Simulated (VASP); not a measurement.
# SiO2 (Fddd) in VASP: settings compared, part 2 of 2

VASP 6.6.1. The steps go on from the part before.

## 3. Single point, BLYP+D3(BJ)

This run uses another cell than the first one, of 13.77 Å³/atom.

File INCAR:

```
SYSTEM = SiO2
  AGGAC = 1.0
  AGGAX = 1.0
  ALDAC = 0.0
  ALDAX = 1.0
  ALGO = Normal
  EDIFF = 1E-6
  ENCUT = 520
  GGA = B5
  ISIF = 2
  ISMEAR = -1
  IVDW = 12
  LASPH = .TRUE.
  LCHARG = .TRUE.
  LELF = .TRUE.
  LREAL = .FALSE.
  LVHAR = .TRUE.
  LWAVE = .FALSE.
  NBANDS = 44
  NELM = 60
  PREC = Accurate
  SIGMA = 0.05
  VDW_A1 = 0.4298
  VDW_A2 = 4.2359
  VDW_S6 = 1.0
  VDW_S8 = 2.6996
```

File KPOINTS:

```
k-points
0
G
  7 7 7
  0 0 0
```

File POSCAR:

```
SiO2
1.0
    0.0000000000      4.7203830642      7.4037911122
    2.3645689863      0.0000000000      7.4037911122
    2.3645689863      4.7203830642      0.0000000000
Si O
4 8
Direct
    0.9370625310      0.9370625310      0.5629374690
    0.6870625310      0.6870625310      0.3129374690
    0.3129374690      0.3129374690      0.6870625310
    0.5629374690      0.5629374690      0.9370625310
    0.0658799257      0.4341200743      0.0658799257
    0.4341200743      0.0658799257      0.4341200743
    0.8158799257      0.1841200743      0.8158799257
    0.1841200743      0.8158799257      0.1841200743
    0.1250000000      0.6250000000      0.6250000000
    0.6250000000      0.6250000000      0.6250000000
    0.6250000000      0.6250000000      0.1250000000
    0.6250000000      0.1250000000      0.6250000000
```

Potentials or basis: VASP PAW PBE potentials, release 64 (Si, O).

Run with:

```
cat potpaw_PBE.64/Si/POTCAR potpaw_PBE.64/O/POTCAR > POTCAR
mpirun -np 1 vasp_std > vasp.out
```

OUTCAR:

```text
SYSTEM = SiO2
   EDIFF = 1E-6
   ENCUT = 520
   GGA = B5
   ISIF = 2
   ISMEAR = -1
   IVDW = 12
   LASPH = .TRUE.
   LREAL = .FALSE.
   NELM = 60
   PREC = Accurate
 IVDW          = 12

 ion  position               nearest neighbor table
   1  0.937  0.937  0.563-   9 1.61  12 1.61   7 1.63   8 1.63   4 3.01   4 3.01
   2  0.687  0.687  0.313-  10 1.61  11 1.61   5 1.63   6 1.63   3 3.01   3 3.01
   3  0.313  0.313  0.687-   9 1.61  12 1.61   5 1.63   6 1.63   2 3.01   2 3.01
   4  0.563  0.563  0.937-  10 1.61  11 1.61   7 1.63   8 1.63   1 3.01   1 3.01
   5  0.066  0.434  0.066-   2 1.63   3 1.63
   6  0.434  0.066  0.434-   2 1.63   3 1.63
   7  0.816  0.184  0.816-   1 1.63   4 1.63
   8  0.184  0.816  0.184-   1 1.63   4 1.63
   9  0.125  0.625  0.625-   1 1.61   3 1.61
  10  0.625  0.625  0.625-   2 1.61   4 1.61
  11  0.625  0.625  0.125-   2 1.61   4 1.61
  12  0.625  0.125  0.625-   1 1.61   3 1.61

  LATTYP: Found a face centered orthorhombic cell.
 ALAT       =     4.7291379726
 B/A-ratio  =     1.9962974612
 C/A-ratio  =     3.1311377063

  Lattice vectors:

 A1 = (   0.0000000000,   4.7203830642,   7.4037911122)
 A2 = (   2.3645689863,   0.0000000000,   7.4037911122)
 A3 = (   2.3645689863,   4.7203830642,   0.0000000000)

Analysis of symmetry for initial positions (statically):
=====================================================================
 Subroutine PRICEL returns:
 Original cell was already a primitive cell.

 Routine SETGRP: Setting up the symmetry group for a
 face centered orthorhombic supercell.

 Subroutine GETGRP returns: Found  8 space group operations
 (whereof  4 operations were pure point group operations)
 out of a pool of  8 trial point group operations.

The static configuration has the point symmetry D_2 .
 The point group associated with its full space group is D_2h.

Analysis of symmetry for dynamics (positions and initial velocities):
=====================================================================
 Subroutine PRICEL returns:
 Original cell was already a primitive cell.

 Routine SETGRP: Setting up the symmetry group for a
 face centered orthorhombic supercell.

 Subroutine GETGRP returns: Found  8 space group operations
 (whereof  4 operations were pure point group operations)
 out of a pool of  8 trial point group operations.

The dynamic configuration has the point symmetry D_2 .
 The point group associated with its full space group is D_2h.

 Subroutine INISYM returns: Found  8 space group operations
 (whereof  4 operations are pure point group operations),
 and found     1 'primitive' translations

----------------------------------------------------------------------------------------

                                     Primitive cell

  volume of cell :     165.2774

  direct lattice vectors                    reciprocal lattice vectors
     0.000000000  4.720383064  7.403791112    -0.211455027  0.105923607  0.067532970
     2.364568986  0.000000000  7.403791112     0.211455027 -0.105923607  0.067532970
     2.364568986  4.720383064  0.000000000     0.211455027  0.105923607 -0.067532970

  length of vectors
     8.780554601  7.772213927  5.279507815     0.245954754  0.245954754  0.245954754

  position of ions in fractional coordinates (direct lattice)
     0.937062531  0.937062531  0.562937469
     0.687062531  0.687062531  0.312937469
[... 82 lines left out ...]
   dimension x,y,z NGX =    70 NGY =   60 NGZ =   40
   dimension x,y,z NGXF=   140 NGYF=  120 NGZF=   80
   ions per type =               4   8
   NGX,Y,Z   is equivalent  to a cutoff of  13.25, 12.83, 12.60 a.u.
   NGXF,Y,Z  is equivalent  to a cutoff of  26.51, 25.67, 25.19 a.u.
 SYSTEM =  SiO2
   PREC   = accura    normal or accurate (medium, high low for compatibility)
   ISTART =      0    job   : 0-new  1-cont  2-samecut
   ICHARG =      2    charge: 1-file 2-atom 10-const
   ISPIN  =      1    spin polarized calculation?
   LNONCOLLINEAR =      F non collinear calculations
   LSORBIT =      F    spin-orbit coupling
   LASPH  =      T    aspherical Exc in radial PAW
   ENCUT  =  520.0 eV  38.22 Ry    6.18 a.u.  16.33 14.45  9.82*2*pi/ulx,y,z
   NELM   =     60;   NELMIN=  2; NELMDL= -5     # of ELM steps
   EDIFF  = 0.1E-05   stopping-criterion for ELM
   LREAL  =      F    real-space projection
   EDIFFG = 0.1E-04   stopping-criterion for IOM
   NSW    =      0    number of steps for IOM
   IBRION =     -1    ionic relax: 0-MD 1-quasi-New 2-CG
   NFREE  =      0    steps in history (QN), initial steepest desc. (CG)
   ISIF   =      2    stress and relaxation
   ISYM   =      2    0-nonsym 1-usesym 2-fastsym
   POTIM  = 0.5000    time-step for ionic-motion
   TEBEG  =    0.0;   TEEND  =   0.0 temperature during run
   PSTRESS=    0.0 pullay stress
   NELECT =      64.0000    total number of electrons
   NUPDOWN=      -1.0000    fix difference up-down
   EMIN   =  10.00;   EMAX   =-10.00  energy-range for DOS
   EFERMI =   0.00;   METHOD = LEGACY
   ISMEAR =    -1;   SIGMA  =   0.05  broadening in eV -4-tet -1-fermi 0-gaus
   EFERMI_NEDOS =   21; number of points for ismear=-14 and -15
   IALGO  =     38    algorithm
   IMIX   =      4    mixing-type and parameters
     AMIX     =   0.40;   BMIX     =  1.00
     AMIX_MAG =   1.60;   BMIX_MAG =  1.00
  volume/ion in A,a.u.               =      13.77        92.95
  Fermi-wavevector in a.u.,A,eV,Ry     =   1.193247  2.254910 19.372498  1.423838
  Thomas-Fermi vector in A             =   2.329266
   LORBIT       =      0    0 simple, 1 ext, 2 COOP (PROOUT), +10 PAW based schemes
   GGA     = B5    functional components
   LHFCALC =     F    Hartree Fock is set to
   AEXX    =    0.0000 exact exchange contribution
   IVDW    =    12    specifies the selected vdW correction
   LEPSILON=     F    determine dielectric tensor
   LRPA    =     F    only Hartree local field effects (RPA)
 non-spin polarized calculation
  energy-cutoff  :      520.00
  volume of cell :      165.28
 maximum number of plane-waves:      4470
 NGX is ok and might be reduce to    70
   NGX = 33   NGY = 29   NGZ = 19

 number of electron      64.0000004 magnetization

 Free energy of the ion-electron system (eV)
  ---------------------------------------------------
  ext. energy  EPLUGINS =         0.00000000
  ---------------------------------------------------
  free energy    TOTEN  =       -91.09876373 eV

  energy without entropy =      -91.09876373  energy(sigma->0) =      -91.09876373

 E-fermi :   1.8194     XC(G=0):  -8.3978

 val. band max:        0.6530386470   @ k =   0.0000   0.0000   0.0000
 cond. band min:       6.4002049036   @ k =   0.0000   0.0000   0.0000
 fundamental gap:      5.7471662567
 Fermi energy:         1.8194463207

 k-point     1 :       0.0000    0.0000    0.0000
  band No.  band energies     occupation
      1     -18.5859      2.00000
      2     -17.6917      2.00000
      3     -17.6504      2.00000
      4     -16.6127      2.00000
      5     -16.5752      2.00000
      6     -16.4816      2.00000
[... 1117 lines left out ...]
     43      12.3549      0.00000
     44      12.8726      0.00000

 [... further k-points ...]

------------------------ aborting loop because EDIFF is reached ----------------------------------------

 Edisp (eV)   -3.08211

 E8    (eV) :    -1.9850

  FORCE on cell =-STRESS in cart. coord.  units (eV):
  Direction    XX          YY          ZZ          XY          YZ          ZX
  --------------------------------------------------------------------------------------
  -------------------------------------------------------------------------------------
  Total       0.91095     0.71504     0.85481     0.00000     0.00000     0.00000
  in kB       8.83062     6.93146     8.28638     0.00000     0.00000     0.00000
  external pressure =        8.02 kB  Pullay stress =        0.00 kB

 VOLUME and BASIS-vectors are now :
 -----------------------------------------------------------------------------
  energy-cutoff  :      520.00
  volume of cell :      165.28
      direct lattice vectors                 reciprocal lattice vectors
     0.000000000  4.720383064  7.403791112    -0.211455027  0.105923607  0.067532970
     2.364568986  0.000000000  7.403791112     0.211455027 -0.105923607  0.067532970
     2.364568986  4.720383064  0.000000000     0.211455027  0.105923607 -0.067532970

 POSITION                                       TOTAL-FORCE (eV/Angst)
 -----------------------------------------------------------------------------------
      3.54685      7.08057     13.87563        -0.000000      0.000000     -0.029513
      2.36457      4.72038     10.17373         0.000000      0.000000     -0.029513
      2.36457      4.72038      4.63385         0.000000      0.000000      0.029513
      3.54685      7.08057      8.33574        -0.000000      0.000000      0.029513
      1.18228      0.62196      3.70190         0.000000      0.058215     -0.000000
      1.18228      4.09843      3.70190         0.000000     -0.058215     -0.000000
      2.36457      7.70253      7.40379        -0.000000      0.058215     -0.000000
      2.36457      1.73823      7.40379        -0.000000     -0.058215     -0.000000
      2.95571      3.54029      5.55284        -0.000000      0.000000     -0.000000
      2.95571      5.90048      9.25474        -0.000000      0.000000     -0.000000
      1.77343      3.54029      9.25474         0.000000      0.000000     -0.000000
      1.77343      5.90048      5.55284         0.000000      0.000000     -0.000000
 -----------------------------------------------------------------------------------
    total drift:                                0.000000     -0.000000      0.000000

  FREE ENERGIE OF THE ION-ELECTRON SYSTEM (eV)
  ---------------------------------------------------
  free  energy   TOTEN  =       -94.1808749614 eV

  energy  without entropy=      -94.1808749614  energy(sigma->0) =      -94.18087496
```

Run time: 8.6 min. Hardware: 1 thread of Intel Xeon 6975P-C (Granite Rapids), shared host; peak memory 0.6 GiB.

What came out:

```
Free energy                : -94.1809 eV
Pressure                   : 0.8 GPa
Largest force              : 0.058 eV/Å
Band gap on the k mesh     : 5.75 eV
Dispersion energy per atom : -0.257 eV
```

Forces in eV/Å, atoms in the order of the input:
```
Si   0.000  0.000 -0.030
Si   0.000  0.000 -0.030
Si   0.000  0.000  0.030
Si   0.000  0.000  0.030
O    0.000  0.058  0.000
O    0.000 -0.058  0.000
O    0.000  0.058  0.000
O    0.000 -0.058  0.000
O    0.000  0.000  0.000
O    0.000  0.000  0.000
O    0.000  0.000  0.000
O    0.000  0.000  0.000
```

Stress tensor (GPa, compression positive):
```
0.88 0.00 0.00
0.00 0.69 0.00
0.00 0.00 0.83
```

Caveat: the PAW data sets were made with another functional, which shifts forces and pressure a little.
